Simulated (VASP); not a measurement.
# MnF2 (P4_2/mnm) in VASP: single point with PBE

Aim: the single point of MnF2 with PBE.

Everything below comes from runs of VASP 6.6.1. Logs are shortened: lines on timing, memory, paths and dates and some standing lists are left out, and cuts for length are marked.

## (1) The cell of the first run

It takes space group P4_2/mnm (No. 136, tetragonal). The conventional cell has a = 4.874 Å, b = 4.874 Å, c = 3.311 Å, α = 90.00°, β = 90.00°, γ = 90.00°. Within 2.8 Å of Mn (site symmetry mmm) lie 6 F at 2.10 to 2.13 Å. F (site symmetry m2m) has 3 Mn at 2.10 to 2.13 Å and 1 F at 2.68 Å within 2.8 Å.

## (2) Single point, PBE, collinear spin, antiferromagnetic start

File INCAR:

```
SYSTEM = MnF2
PREC     = Accurate       ! precision mode
ENCUT    = 520            ! plane-wave cutoff, eV
EDIFF    = 1E-6           ! SCF threshold, eV
ISMEAR   = 0              ! smearing method
SIGMA    = 0.1            ! smearing width, eV
LREAL    = .False.        ! projectors in reciprocal space
LASPH    = .True.         ! aspherical terms in the spheres
NELM     = 150            ! most SCF steps
ALGO     = Normal         ! electronic algorithm
ISIF     = 2              ! what is computed and relaxed
LWAVE    = .False.        ! write WAVECAR
LCHARG   = .False.        ! write CHGCAR
ISPIN    = 2              ! spin polarisation
MAGMOM   = 5 -5 0 0 0 0   ! initial moments
LORBIT   = 11             ! projections on sites
LMAXMIX  = 4              ! l up to which the mixer works
GGA      = PE             ! functional
NBANDS   = 40             ! bands
```

File KPOINTS:

```
regular mesh
0
Gamma
  4 4 6
  0 0 0
```

File POSCAR:

```
MnF2
1.0
    4.8738000000      0.0000000000      0.0000000000
    0.0000000000      4.8738000000      0.0000000000
    0.0000000000      0.0000000000      3.3107000000
Mn F
2 4
Direct
    0.0000000000      0.0000000000      0.0000000000
    0.5000000000      0.5000000000      0.5000000000
    0.3053000000      0.3053000000      0.0000000000
    0.1947000000      0.8053000000      0.5000000000
    0.6947000000      0.6947000000      0.0000000000
    0.8053000000      0.1947000000      0.5000000000
```

Potentials or basis: VASP PAW PBE potentials, release 64 (Mn_pv, F).

Launch:

```sh
$ cat potpaw_PBE.64/Mn_pv/POTCAR potpaw_PBE.64/F/POTCAR > POTCAR
$ mpirun -np 1 vasp_std > vasp.out
```

OUTCAR:

```text
SYSTEM = MnF2
   PREC = Accurate
   ENCUT = 520
   EDIFF = 1E-6
   ISMEAR = 0
   LREAL = .False.
   LASPH = .True.
   NELM = 150
   ISIF = 2
   ISPIN = 2
   LORBIT = 11
   GGA = PE

 ion  position               nearest neighbor table
   1  0.000  0.000  0.000-   3 2.10   5 2.10   4 2.13   6 2.13   4 2.13   6 2.13
   2  0.500  0.500  0.500-   4 2.10   6 2.10   5 2.13   3 2.13   3 2.13   5 2.13
   3  0.305  0.305  0.000-   1 2.10   2 2.13   2 2.13
   4  0.195  0.805  0.500-   2 2.10   1 2.13   1 2.13
   5  0.695  0.695  0.000-   1 2.10   2 2.13   2 2.13
   6  0.805  0.195  0.500-   2 2.10   1 2.13   1 2.13

  LATTYP: Found a simple tetragonal cell.
 ALAT       =     4.8738000000
 C/A-ratio  =     0.6792851574

  Lattice vectors:

 A1 = (   4.8738000000,   0.0000000000,   0.0000000000)
 A2 = (   0.0000000000,   4.8738000000,   0.0000000000)
 A3 = (   0.0000000000,   0.0000000000,   3.3107000000)

Analysis of symmetry for initial positions (statically):
=====================================================================
 Subroutine PRICEL returns:
 Original cell was already a primitive cell.

 Routine SETGRP: Setting up the symmetry group for a
 simple tetragonal supercell.

 Subroutine GETGRP returns: Found 16 space group operations
 (whereof  8 operations were pure point group operations)
 out of a pool of 16 trial point group operations.

The static configuration has the point symmetry D_2h.
 The point group associated with its full space group is D_4h.

Analysis of symmetry for dynamics (positions and initial velocities):
=====================================================================
 Subroutine PRICEL returns:
 Original cell was already a primitive cell.

 Routine SETGRP: Setting up the symmetry group for a
 simple tetragonal supercell.

 Subroutine GETGRP returns: Found 16 space group operations
 (whereof  8 operations were pure point group operations)
 out of a pool of 16 trial point group operations.

The dynamic configuration has the point symmetry D_2h.
 The point group associated with its full space group is D_4h.

Analysis of structural, dynamic, and magnetic symmetry:
=====================================================================
 Subroutine PRICEL returns:
 Original cell was already a primitive cell.

 Routine SETGRP: Setting up the symmetry group for a
 simple tetragonal supercell.

 Subroutine GETGRP returns: Found 16 space group operations
 (whereof  8 operations were pure point group operations)
 out of a pool of 16 trial point group operations.

The overall configuration has the point symmetry D_2h.
 The point group associated with its full space group is D_4h.

[... 145 lines left out ...]
 number of electron      54.0000032 magnetization      -0.0000000

 Free energy of the ion-electron system (eV)
  ---------------------------------------------------
  ext. energy  EPLUGINS =         0.00000000
  ---------------------------------------------------
  free energy    TOTEN  =       -39.41761278 eV

  energy without entropy =      -39.41761278  energy(sigma->0) =      -39.41761278

 E-fermi :   3.3759     XC(G=0):  -9.7540

 val. band max:        2.7713696195   @ k =   0.5000   0.0000   0.0000
 cond. band min:       4.9604693646   @ k =   0.0000   0.0000   0.0000
 fundamental gap:      2.1890997451
 Fermi energy:         3.3759110329

 spin component 1

 k-point     1 :       0.0000    0.0000    0.0000
  band No.  band energies     occupation
      1     -46.7344      1.00000
      2     -46.6700      1.00000
      3     -46.6574      1.00000
      4     -41.8122      1.00000
      5     -41.7513      1.00000
      6     -41.7384      1.00000
[... 997 lines left out ...]
     38      12.6389      0.00000
     39      12.7445      0.00000
 Fermi energy:         3.3759110329

 spin component 2

 k-point     1 :       0.0000    0.0000    0.0000
  band No.  band energies     occupation
      1     -46.7344      1.00000
      2     -46.6700      1.00000
      3     -46.6574      1.00000
      4     -41.8122      1.00000
      5     -41.7513      1.00000
      6     -41.7384      1.00000
[... 997 lines left out ...]
     38      12.6389      0.00000
     39      12.7445      0.00000
 [bands above 39 left out]

------------------------ aborting loop because EDIFF is reached ----------------------------------------

  FORCE on cell =-STRESS in cart. coord.  units (eV):
  Direction    XX          YY          ZZ          XY          YZ          ZX
  --------------------------------------------------------------------------------------
  -------------------------------------------------------------------------------------
  Total        1.2794344      1.2794344      1.3691794      0.0000000      0.0000000      0.0000000
  in kB       26.0659383     26.0659383     27.8943158      0.0000000      0.0000000      0.0000000
  external PRESSURE =      26.6753974 kB  Pullay stress =       0.0000000 kB

 VOLUME and BASIS-vectors are now :
 -----------------------------------------------------------------------------
  energy-cutoff  :      520.00
  volume of cell :       78.64
      direct lattice vectors                 reciprocal lattice vectors
     4.873800000  0.000000000  0.000000000     0.205178711  0.000000000  0.000000000
     0.000000000  4.873800000  0.000000000     0.000000000  0.205178711  0.000000000
     0.000000000  0.000000000  3.310700000     0.000000000  0.000000000  0.302050926

 POSITION                                       TOTAL-FORCE (eV/Angst)
 -----------------------------------------------------------------------------------
      0.00000      0.00000      0.00000        -0.000000      0.000000      0.000000
      2.43690      2.43690      1.65535        -0.000000      0.000000      0.000000
      1.48797      1.48797      0.00000        -0.075549     -0.075549      0.000000
      0.94893      3.92487      1.65535         0.075549     -0.075549      0.000000
      3.38583      3.38583      0.00000         0.075549      0.075549     -0.000000
      3.92487      0.94893      1.65535        -0.075549      0.075549     -0.000000
 -----------------------------------------------------------------------------------
    total drift:                                0.000000      0.000000      0.000000

  FREE ENERGIE OF THE ION-ELECTRON SYSTEM (eV)
  ---------------------------------------------------
  free  energy   TOTEN  =       -39.4176127830 eV

  energy  without entropy=      -39.4176127830  energy(sigma->0) =      -39.41761278

 total charge

# of ion       s       p       d       tot
------------------------------------------
    1        0.162   6.144   4.960  11.266
    2        0.162   6.144   4.960  11.266
    3        1.735   4.364   0.000   6.100
    4        1.735   4.364   0.000   6.100
    5        1.735   4.364   0.000   6.100
    6        1.735   4.364   0.000   6.100
--------------------------------------------------
tot          7.265  29.746   9.919  46.930

 magnetization (x)

# of ion       s       p       d       tot
------------------------------------------
    1        0.017   0.016   4.503   4.537
    2       -0.017  -0.016  -4.503  -4.537
    3       -0.002  -0.025   0.000  -0.027
    4        0.002   0.025   0.000   0.027
    5       -0.002  -0.025   0.000  -0.027
    6        0.002   0.025   0.000   0.027
--------------------------------------------------
tot         -0.000   0.000   0.000   0.000
```

OSZICAR:

```text
N       E                     dE             d eps       ncg     rms          rms(c)
DAV:   1     0.673040208402E+03    0.67304E+03   -0.30184E+04  3904   0.153E+03
DAV:   2     0.165371314026E+02   -0.65650E+03   -0.61733E+03  3984   0.462E+02
DAV:   3    -0.422539372875E+02   -0.58791E+02   -0.58116E+02  4504   0.150E+02
DAV:   4    -0.431749393966E+02   -0.92100E+00   -0.92043E+00  4024   0.206E+01
DAV:   5    -0.431860552965E+02   -0.11116E-01   -0.11116E-01  4344   0.227E+00    0.205E+01
DAV:   6    -0.392981972563E+02    0.38879E+01   -0.13813E+01  4440   0.288E+01    0.144E+01
DAV:   7    -0.393914200482E+02   -0.93223E-01   -0.11347E+00  3952   0.785E+00    0.102E+01
DAV:   8    -0.391529666861E+02    0.23845E+00   -0.37013E-01  4088   0.521E+00    0.253E+00
DAV:   9    -0.394055409965E+02   -0.25257E+00   -0.11855E-01  4064   0.333E+00    0.100E+00
DAV:  10    -0.394171880395E+02   -0.11647E-01   -0.90849E-03  4288   0.641E-01    0.185E-01
DAV:  11    -0.394173858523E+02   -0.19781E-03   -0.32987E-04  4096   0.134E-01    0.823E-02
DAV:  12    -0.394175950576E+02   -0.20921E-03   -0.11755E-04  3952   0.797E-02    0.365E-02
DAV:  13    -0.394176095915E+02   -0.14534E-04   -0.19411E-05  4272   0.348E-02    0.119E-02
DAV:  14    -0.394176125549E+02   -0.29635E-05   -0.36233E-06  3680   0.119E-02    0.537E-03
DAV:  15    -0.394176127830E+02   -0.22803E-06   -0.45896E-07  2864   0.543E-03
   1 F= -.39417613E+02 E0= -.39417613E+02  d E =-.321373E-18  mag=    -0.0000
```

It took 1.7 min on 1 thread of AMD EPYC 7R13 (Zen 3), shared host; peak memory 0.24 GiB.

What came out:

| Quantity | Value |
| --- | --- |
| Free energy | -39.4176 eV |
| Pressure | 2.7 GPa |
| Largest force | 0.107 eV/Å |
| Band gap on the k mesh | 2.19 eV (least direct gap 2.25 eV) |
| Net moment | 0.00 μB per cell |
| Site moments | Mn +4.54, -4.54; F -0.03, +0.03 (each value once) μB |
| Valence electrons inside the program's atomic spheres | Mn 11.27; F 6.10 |

Forces on the atoms (eV/Å):
```
Mn   0.000  0.000  0.000
Mn   0.000  0.000  0.000
F   -0.076 -0.076  0.000
F    0.076 -0.076  0.000
F    0.076  0.076  0.000
F   -0.076  0.076  0.000
```

A k mesh can miss the band edges. Expect the measured gap to be larger: semilocal functionals such as PBE lack the derivative discontinuity.
